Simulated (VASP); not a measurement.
Write the native input for VASP 6.6.1 that does the following.

```yaml
Task: single point
Functional: PBEsol
Potentials_or_basis: VASP PAW PBE potentials, release 64 (Si, C)
Cutoff: 520 eV
k_mesh: 1 × 1 × 1, shifted
Occupations: fermi-dirac, width 0.05 eV
Spin: no spin polarisation
Dipole_correction: no
Further_INCAR_settings: LREAL = Auto; ALGO = Normal; EDIFF = 1e-06; NBANDS = 166
```

The structure of Si7C lies in POSCAR:

```
Si7C
1.0
   10.3268435912      0.0000000000      0.0000000000
    0.0000000000     10.3268435912      0.0000000000
    0.0000000000      0.0000000000     10.3268435912
Si C
56 8
Direct
    0.9974390000      0.9983600000      0.9989220000
    0.9708560000      0.9958450000      0.4975250000
    0.0195820000      0.5147130000      0.0192150000
    0.0152640000      0.5196710000      0.5124430000
    0.5073060000      0.9993650000      0.9985540000
    0.4947480000      0.5014160000      0.0295220000
    0.1238440000      0.1359740000      0.1337260000
    0.1192780000      0.1228160000      0.6216780000
    0.6272700000      0.1346130000      0.1354290000
    0.6135150000      0.0996330000      0.6028320000
    0.6150600000      0.6123660000      0.6069750000
    0.2693470000      0.2795080000      0.0199880000
    0.2607090000      0.2501140000      0.4997080000
    0.2313450000      0.7303290000      0.0139420000
    0.2388340000      0.7388210000      0.5129210000
    0.7553510000      0.2479700000      0.9963940000
    0.7559260000      0.2342920000      0.4833830000
    0.7273870000      0.7287520000      0.0217950000
    0.7614320000      0.7656590000      0.5091100000
    0.3869470000      0.4025720000      0.6065090000
    0.3753290000      0.8636200000      0.1241980000
    0.3857070000      0.8917040000      0.6081700000
    0.8733320000      0.3780310000      0.1355460000
    0.8779800000      0.3738500000      0.6214900000
    0.8720500000      0.8659050000      0.1340090000
    0.2547310000      0.9978030000      0.2563120000
    0.2540510000      0.0025480000      0.7526770000
    0.2537420000      0.4961870000      0.2292520000
    0.2329170000      0.5269930000      0.7240680000
    0.7622270000      0.0155730000      0.2749760000
    0.7656490000      0.9722210000      0.7240050000
    0.7262740000      0.5166770000      0.2410500000
    0.7451250000      0.4982360000      0.7511610000
    0.3925260000      0.1129150000      0.3854240000
    0.3757960000      0.1376320000      0.8822180000
    0.3870360000      0.6058600000      0.3882020000
    0.3684030000      0.6235810000      0.8769490000
    0.8709640000      0.1161400000      0.8619930000
    0.8776220000      0.6311690000      0.3677960000
    0.8770340000      0.6312360000      0.8779260000
    0.9772260000      0.2334440000      0.2796710000
    0.0047340000      0.2536530000      0.7569560000
    0.0241110000      0.7262270000      0.2289020000
    0.9958450000      0.7556090000      0.7173230000
    0.4806550000      0.2730900000      0.2428700000
    0.5004690000      0.2547510000      0.7387980000
    0.5151220000      0.7343270000      0.2472180000
    0.4973520000      0.7492830000      0.7409210000
    0.1250640000      0.3754680000      0.3732960000
    0.1364260000      0.3897470000      0.8747630000
    0.1167140000      0.8673280000      0.3734190000
    0.1209560000      0.8648270000      0.8694130000
    0.6071930000      0.3922750000      0.3839400000
    0.6185610000      0.3765610000      0.8850400000
    0.6162550000      0.8911040000      0.3915710000
    0.6339800000      0.8636430000      0.8720080000
    0.4967760000      0.9972250000      0.4932890000
    0.5040120000      0.5015660000      0.4980630000
    0.1382460000      0.6143780000      0.1273870000
    0.1163260000      0.6394720000      0.6214720000
    0.6137310000      0.6197560000      0.1301180000
    0.3749400000      0.3892660000      0.1298110000
    0.8794240000      0.8704290000      0.6138230000
    0.8708920000      0.1189330000      0.3861750000
```

The input as run:

INCAR

```
PREC = Accurate
ENCUT = 520
EDIFF = 1E-6
ISMEAR = -1
SIGMA = 0.05
LREAL = Auto
LASPH = True
NELM = 100
ALGO = Normal
ISIF = 2
LWAVE = False
LCHARG = False
GGA = PS
NBANDS = 166
```

KPOINTS

```
Automatic mesh
0
Gamma
  1 1 1
  0.5 0.5 0.5
```

Potentials or basis: VASP PAW PBE potentials, release 64 (Si, C).

Command:

```sh
$ cat potpaw_PBE.64/Si/POTCAR potpaw_PBE.64/C/POTCAR > POTCAR
$ mpirun -np 1 vasp_std > vasp.out
```

It gave:

The pressure is 0.1 GPa, the largest force is 0.034 eV/Å and the band gap on the k mesh is 0.74 eV.

Caveat: the k points lie up to 0.61 Å⁻¹ apart; the PAW data sets were made with another functional, which shifts forces and pressure a little; a shifted mesh leaves out Γ, where band edges can lie.

It took 11 min on 1 thread of Intel Xeon 8259CL (shared host), peak memory 0.96 GiB.
